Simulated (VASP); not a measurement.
# Ti3IO7 (a cell with a defect) in VASP: notebook

Ti3IO7 (a cell with a defect) is run at these levels: PBEsol; tasks: single point.

Program: VASP 6.6.1. These are calculated values, not measurements. Logs are shortened: lines on timing, memory, paths and dates and some standing lists are left out, and cuts for length are marked.

## 1. The cell of the first run

The cell holds a defect, 11 atoms: a = 4.591 Å, b = 4.591 Å, c = 5.878 Å, α = 90.00°, β = 90.00°, γ = 90.00°.

## 2. Single point, PBEsol, collinear spin

Contents of INCAR:

```
SYSTEM = Ti3IO7
ALGO = Normal
EDIFF = 1E-7
ENCUT = 520
GGA = PS
ISIF = 2
ISMEAR = -1
ISPIN = 2
LASPH = .TRUE.
LCHARG = .TRUE.
LELF = .TRUE.
LMAXMIX = 4
LORBIT = 11
LREAL = .FALSE.
LVHAR = .TRUE.
LWAVE = .FALSE.
MAGMOM = 0 0.375 0.375 0.375 0.375 0.375 0.375 0 0.375 0 0.375
NBANDS = 58
NELM = 150
PREC = Accurate
SIGMA = 0.05
```

Contents of KPOINTS:

```
Automatic mesh
0
Gamma
  2 2 2
  0.5 0.5 0.5
```

Contents of POSCAR:

```
Ti3IO7
1.0
    4.5914140000      0.0000000000      0.0000000000
    0.0000000000      4.5914140000      0.0000000000
    0.0000000000      0.0000000000      5.8777420000
Ti O I
3 7 1
Direct
    0.0122210000      0.0139490000      0.0131400000
    0.9899020000      0.0124030000      0.5136250000
    0.5428680000      0.4798370000      0.7407040000
    0.3188500000      0.3045030000      0.0000800000
    0.6905920000      0.6758760000      0.9763070000
    0.6763280000      0.6941330000      0.4976140000
    0.2074530000      0.8236710000      0.2319400000
    0.2242400000      0.7932220000      0.7498170000
    0.7990260000      0.2167530000      0.2614810000
    0.8193660000      0.2005220000      0.7411120000
    0.3083980000      0.3063360000      0.4939450000
```

Potentials or basis: VASP PAW PBE potentials, release 64 (Ti_sv, O, I).

Started as:

```
$ cat potpaw_PBE.64/Ti_sv/POTCAR potpaw_PBE.64/O/POTCAR potpaw_PBE.64/I/POTCAR > POTCAR
$ mpirun -np 1 vasp_std > vasp.out
```

OUTCAR:

```text
SYSTEM = Ti3IO7
   EDIFF = 1E-7
   ENCUT = 520
   GGA = PS
   ISIF = 2
   ISMEAR = -1
   ISPIN = 2
   LASPH = .TRUE.
   LORBIT = 11
   LREAL = .FALSE.
   NELM = 150
   PREC = Accurate

 ion  position               nearest neighbor table
   1  0.012  0.014  0.013-   7 1.79   4 1.94   9 1.99  10 2.02   8 2.09   5 2.15
   2  0.990  0.012  0.514-  10 1.77   9 1.96  11 1.99   8 2.02   6 2.05   7 2.12
   3  0.543  0.480  0.741-   5 1.79  10 1.80   6 1.84  11 1.97   4 2.01   8 2.05
   4  0.319  0.305  0.000-   1 1.94   3 2.01
   5  0.691  0.676  0.976-   3 1.79   1 2.15
   6  0.676  0.694  0.498-   3 1.84   2 2.05  11 2.45
   7  0.207  0.824  0.232-   1 1.79   2 2.12  11 2.74
   8  0.224  0.793  0.750-   2 2.02   3 2.05   1 2.09  11 2.72
   9  0.799  0.217  0.261-   2 1.96   1 1.99  11 2.67  11 2.74
  10  0.819  0.201  0.741-   2 1.77   3 1.80   1 2.02  11 2.72
  11  0.308  0.306  0.494-   3 1.97   2 1.99   6 2.45   9 2.67  10 2.72   8 2.72   7 2.74   9 2.74

  LATTYP: Found a simple tetragonal cell.
 ALAT       =     4.5914140000
 C/A-ratio  =     1.2801594454

  Lattice vectors:

 A1 = (   4.5914140000,   0.0000000000,   0.0000000000)
 A2 = (   0.0000000000,   4.5914140000,   0.0000000000)
 A3 = (   0.0000000000,   0.0000000000,   5.8777420000)

Analysis of symmetry for initial positions (statically):
=====================================================================
 Subroutine PRICEL returns:
 Original cell was already a primitive cell.

 Routine SETGRP: Setting up the symmetry group for a
 simple tetragonal supercell.

 Subroutine GETGRP returns: Found  1 space group operations
 (whereof  1 operations were pure point group operations)
 out of a pool of 16 trial point group operations.

The static configuration has the point symmetry C_1 .

Analysis of symmetry for dynamics (positions and initial velocities):
=====================================================================
 Subroutine PRICEL returns:
 Original cell was already a primitive cell.

 Routine SETGRP: Setting up the symmetry group for a
 simple tetragonal supercell.

 Subroutine GETGRP returns: Found  1 space group operations
 (whereof  1 operations were pure point group operations)
 out of a pool of 16 trial point group operations.

The dynamic configuration has the point symmetry C_1 .

Analysis of structural, dynamic, and magnetic symmetry:
=====================================================================
 Subroutine PRICEL returns:
 Original cell was already a primitive cell.

 Routine SETGRP: Setting up the symmetry group for a
 simple tetragonal supercell.

 Subroutine GETGRP returns: Found  1 space group operations
 (whereof  1 operations were pure point group operations)
 out of a pool of 16 trial point group operations.

The overall configuration has the point symmetry C_1 .

 Subroutine INISYM returns: Found  1 space group operations
 (whereof  1 operations are pure point group operations),
 and found     1 'primitive' translations

----------------------------------------------------------------------------------------

                                     Primitive cell

  volume of cell :     123.9092

  direct lattice vectors                    reciprocal lattice vectors
     4.591414000  0.000000000  0.000000000     0.217797829  0.000000000  0.000000000
     0.000000000  4.591414000  0.000000000     0.000000000  0.217797829  0.000000000
     0.000000000  0.000000000  5.877742000     0.000000000  0.000000000  0.170133361

  length of vectors
     4.591414000  4.591414000  5.877742000     0.217797829  0.217797829  0.170133361

  position of ions in fractional coordinates (direct lattice)
     0.012221000  0.013949000  0.013140000
     0.989902000  0.012403000  0.513625000
     0.542868000  0.479837000  0.740704000
     0.318850000  0.304503000  0.000080000
     0.690592000  0.675876000  0.976307000
     0.676328000  0.694133000  0.497614000
     0.207453000  0.823671000  0.231940000
     0.224240000  0.793222000  0.749817000
     0.799026000  0.216753000  0.261481000
[... 57 lines left out ...]
 SYSTEM =  Ti3IO7
   PREC   = accura    normal or accurate (medium, high low for compatibility)
   ISTART =      0    job   : 0-new  1-cont  2-samecut
   ICHARG =      2    charge: 1-file 2-atom 10-const
   ISPIN  =      2    spin polarized calculation?
   LNONCOLLINEAR =      F non collinear calculations
   LSORBIT =      F    spin-orbit coupling
   LASPH  =      T    aspherical Exc in radial PAW
   ENCUT  =  520.0 eV  38.22 Ry    6.18 a.u.   8.54  8.54 10.93*2*pi/ulx,y,z
   NELM   =    150;   NELMIN=  2; NELMDL= -5     # of ELM steps
   EDIFF  = 0.1E-06   stopping-criterion for ELM
   LREAL  =      F    real-space projection
   EDIFFG = 0.1E-05   stopping-criterion for IOM
   NSW    =      0    number of steps for IOM
   IBRION =     -1    ionic relax: 0-MD 1-quasi-New 2-CG
   NFREE  =      0    steps in history (QN), initial steepest desc. (CG)
   ISIF   =      2    stress and relaxation
   ISYM   =      2    0-nonsym 1-usesym 2-fastsym
   POTIM  = 0.5000    time-step for ionic-motion
   TEBEG  =    0.0;   TEEND  =   0.0 temperature during run
   PSTRESS=    0.0 pullay stress
   NELECT =      85.0000    total number of electrons
   NUPDOWN=      -1.0000    fix difference up-down
   EMIN   =  10.00;   EMAX   =-10.00  energy-range for DOS
   EFERMI =   0.00;   METHOD = LEGACY
   ISMEAR =    -1;   SIGMA  =   0.05  broadening in eV -4-tet -1-fermi 0-gaus
   EFERMI_NEDOS =   21; number of points for ismear=-14 and -15
   IALGO  =     38    algorithm
   IMIX   =      4    mixing-type and parameters
     AMIX     =   0.40;   BMIX     =  1.00
     AMIX_MAG =   1.60;   BMIX_MAG =  1.00
  volume/ion in A,a.u.               =      11.26        76.02
  Fermi-wavevector in a.u.,A,eV,Ry     =   1.443821  2.728426 28.362961  2.084619
  Thomas-Fermi vector in A             =   2.562185
   LORBIT       =     11    0 simple, 1 ext, 2 COOP (PROOUT), +10 PAW based schemes
   GGA     = PS    functional components
   LHFCALC =     F    Hartree Fock is set to
   AEXX    =    0.0000 exact exchange contribution
   IVDW    =     0    specifies the selected vdW correction
   LEPSILON=     F    determine dielectric tensor
   LRPA    =     F    only Hartree local field effects (RPA)
 spin polarized calculation
  energy-cutoff  :      520.00
  volume of cell :      123.91
 maximum number of plane-waves:      3339
 NGX is ok and might be reduce to    36
   NGX = 17   NGY = 17   NGZ = 21

 number of electron      85.0000005 magnetization       1.6877119

 Free energy of the ion-electron system (eV)
  ---------------------------------------------------
  ext. energy  EPLUGINS =         0.00000000
  ---------------------------------------------------
  free energy    TOTEN  =       -73.59868321 eV

  energy without entropy =      -73.55052746  energy(sigma->0) =      -73.57460534

 E-fermi :   5.1138     XC(G=0): -11.5491

 val. band max:        5.1070948927   @ k =   0.2500  -0.2500   0.2500
 cond. band min:       5.1482165209   @ k =  -0.2500  -0.2500   0.2500
 fundamental gap:      0.0411216283
 Fermi energy:         5.1137675441

 spin component 1

 k-point     1 :       0.2500    0.2500    0.2500
  band No.  band energies     occupation
      1     -51.0331      1.00000
      2     -50.9504      1.00000
      3     -50.5073      1.00000
      4     -28.0411      1.00000
      5     -27.7757      1.00000
      6     -27.6759      1.00000
[... 217 lines left out ...]
     53       9.7633      0.00000
     54      10.6304      0.00000
 Fermi energy:         5.1137675441

 spin component 2

 k-point     1 :       0.2500    0.2500    0.2500
  band No.  band energies     occupation
      1     -51.0567      1.00000
      2     -50.9868      1.00000
      3     -50.5271      1.00000
      4     -28.0573      1.00000
      5     -27.7759      1.00000
      6     -27.6921      1.00000
[... 217 lines left out ...]
     53       9.8293      0.00000
     54      10.6892      0.00000
 [bands above 54 left out]

------------------------ aborting loop because EDIFF is reached ----------------------------------------

  FORCE on cell =-STRESS in cart. coord.  units (eV):
  Direction    XX          YY          ZZ          XY          YZ          ZX
  --------------------------------------------------------------------------------------
  -------------------------------------------------------------------------------------
  Total       35.8216093     26.2406915     24.3857777     21.1775052     11.3921061     15.0787834
  in kB      463.1826123    339.2988835    315.3143709    273.8305832    147.3028593    194.9725436
  external PRESSURE =     372.5986222 kB  Pullay stress =       0.0000000 kB

 VOLUME and BASIS-vectors are now :
 -----------------------------------------------------------------------------
  energy-cutoff  :      520.00
  volume of cell :      123.91
      direct lattice vectors                 reciprocal lattice vectors
     4.591414000  0.000000000  0.000000000     0.217797829  0.000000000  0.000000000
     0.000000000  4.591414000  0.000000000     0.000000000  0.217797829  0.000000000
     0.000000000  0.000000000  5.877742000     0.000000000  0.000000000  0.170133361

 POSITION                                       TOTAL-FORCE (eV/Angst)
 -----------------------------------------------------------------------------------
      0.05611      0.06405      0.07723         0.477070     -0.496331      1.307458
      4.54505      0.05695      3.01896       -12.140822    -14.613943     -2.057372
      2.49253      2.20313      4.35367         9.045663     10.654894     16.506540
      1.46397      1.39810      0.00047        -1.557406     -1.336449     -1.015365
      3.17079      3.10323      5.73848         1.735416      1.698632      0.201063
      3.10530      3.18705      2.92485         1.195647      0.887204     -0.018024
      0.95250      3.78181      1.36328        -0.647779     -0.062383      1.147607
      1.02958      3.64201      4.40723        -1.809187      1.044752     -0.499825
      3.66866      0.99520      1.53692         0.805649     -1.196597     -0.095702
      3.76205      0.92068      4.35607         0.501560     -0.921485      1.106124
      1.41598      1.40652      2.90328         2.394189      4.341704    -16.582503
 -----------------------------------------------------------------------------------
    total drift:                                0.000488      0.000402      0.000180

  FREE ENERGIE OF THE ION-ELECTRON SYSTEM (eV)
  ---------------------------------------------------
  free  energy   TOTEN  =       -73.5986832091 eV

  energy  without entropy=      -73.5505274645  energy(sigma->0) =      -73.57460534

 total charge

# of ion       s       p       d       tot
------------------------------------------
    1        2.223   6.274   1.812  10.308
    2        2.288   6.362   2.252  10.903
    3        2.320   6.444   2.374  11.137
    4        1.586   3.313   0.000   4.899
    5        1.596   3.292   0.000   4.888
    6        1.591   3.343   0.000   4.934
    7        1.591   3.336   0.000   4.927
    8        1.575   3.383   0.000   4.958
    9        1.589   3.320   0.000   4.909
   10        1.585   3.550   0.000   5.135
   11        1.619   2.887   0.192   4.698
--------------------------------------------------
tot         19.564  45.503   6.630  71.697

 magnetization (x)

# of ion       s       p       d       tot
------------------------------------------
    1       -0.002   0.005  -0.040  -0.037
    2       -0.001  -0.002  -0.024  -0.027
    3       -0.001   0.024  -0.038  -0.015
    4        0.004   0.244   0.000   0.248
    5        0.005   0.344   0.000   0.349
    6        0.001   0.043   0.000   0.044
    7        0.005   0.198   0.000   0.203
    8        0.003   0.174   0.000   0.177
    9        0.005   0.258   0.000   0.263
   10        0.001   0.032   0.000   0.033
   11        0.007   0.189  -0.001   0.195
--------------------------------------------------
tot          0.027   1.508  -0.103   1.432
```

It took 2.8 min on 1 thread of Intel Xeon Platinum 8488C (Sapphire Rapids), shared host; peak memory 0.3 GiB.

What came out:

| Quantity | Value |
| --- | --- |
| Free energy | -73.5987 eV |
| Pressure | 37.3 GPa |
| Largest force | 21.629 eV/Å |
| Net moment | 1.69 μB per cell |
| Site moments | Ti -0.04, -0.03, -0.01; O +0.25, +0.35, +0.04, +0.20, +0.18, +0.26, +0.03; I +0.20 μB |
| Valence electrons inside the program's atomic spheres | Ti 10.31, 10.90, 11.14; O 4.90, 4.89, 4.93, 4.96, 4.91, 5.13 (each value once); I 4.70 |

Forces on the atoms (eV/Å):
```
Ti    0.477  -0.496   1.307
Ti  -12.141 -14.614  -2.057
Ti    9.046  10.655  16.507
O    -1.557  -1.336  -1.015
O     1.735   1.699   0.201
O     1.196   0.887  -0.018
O    -0.648  -0.062   1.148
O    -1.809   1.045  -0.500
O     0.806  -1.197  -0.096
O     0.502  -0.921   1.106
I     2.394   4.342 -16.583
```

Caveat: the k points lie up to 0.68 Å⁻¹ apart; atoms lie so close that the PAW spheres overlap strongly, which falsifies energies and pressures; a moment this small can come from the mesh or the smearing; the PAW data sets were made with another functional, which shifts forces and pressure a little; spin-orbit coupling is left out, which moves the levels of the heavy elements; semilocal functionals often make such compounds metallic where correlation or magnetic order opens a gap, which also shifts bond lengths.

(Part 1 of 2 ends here.)
